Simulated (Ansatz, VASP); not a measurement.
# Au in VASP and in Ansatz

INCAR

```
SYSTEM = Au
PREC = Accurate ; ENCUT = 520
EDIFF = 1E-6 ; ISMEAR = -1
SIGMA = 0.1 ; LREAL = .False.
LASPH = .True. ; NELM = 100
ALGO = Normal ; ISIF = 2
LWAVE = .False. ; LCHARG = .True.
GGA = PS ; LELF = .True.
LVHAR = .True. ; NBANDS = 12
```

The input KPOINTS:

```
Automatic mesh
0
Gamma
  18 18 18
  0 0 0
```

POSCAR

```
Au
1.0
   -1.4044651656      1.4044651656      1.4044651656
    1.4044651656     -1.4044651656      1.4044651656
    1.4044651656      1.4044651656     -1.4044651656
Au
1
Direct
    0.0000000000      0.0000000000      0.0000000000
```

Input for Ansatz:

```yaml
crystal:
  lattice:
    - [-1.4044651656, 1.4044651656, 1.4044651656]
    - [1.4044651656, -1.4044651656, 1.4044651656]
    - [1.4044651656, 1.4044651656, -1.4044651656]
  atoms:
    - { symbol: Au, position: [0.0, 0.0, 0.0] }
kpoints:
  mp_grid: { grid: [18, 18, 18] }
scf:
  occupations: { method: fermi_dirac, width: 0.1 }
hamiltonian:
  xc: pbesol
  pseudopotentials: { kind: all_electron, lapw: { basis_error: 0.001 } }
output:
  forces: true
  stress: true
  eigenvalues: true
  populations: true
```

Change from the starting cell: volume scaled by 0.65, LAPW.

Alike in both runs: task single point; functional PBEsol; k mesh 18 × 18 × 18; occupations fermi-dirac, width 0.1 eV; no spin polarisation.

|  | VASP | Ansatz |
| --- | --- | --- |
| version | VASP 6.6.1 | Ansatz 0.2.0 |
| potentials or method | VASP PAW PBE potentials, release 64 (Au), cutoff 520 eV | all-electron LAPW, scalar-relativistic |

|  | VASP | Ansatz | Ansatz less VASP |
| --- | --- | --- | --- |
| pressure (GPa) | 247.1 | 245.5 | -1.66 |

VASP's potentials were made for PBE, not for PBEsol. Both programs put the cell under a high pressure, so it lies far from rest at this level. Ansatz ran all-electron here, and VASP with PAW potentials.

Neither program's run includes spin-orbit coupling. Noted on VASP's run: the cell as given lies far from equilibrium.
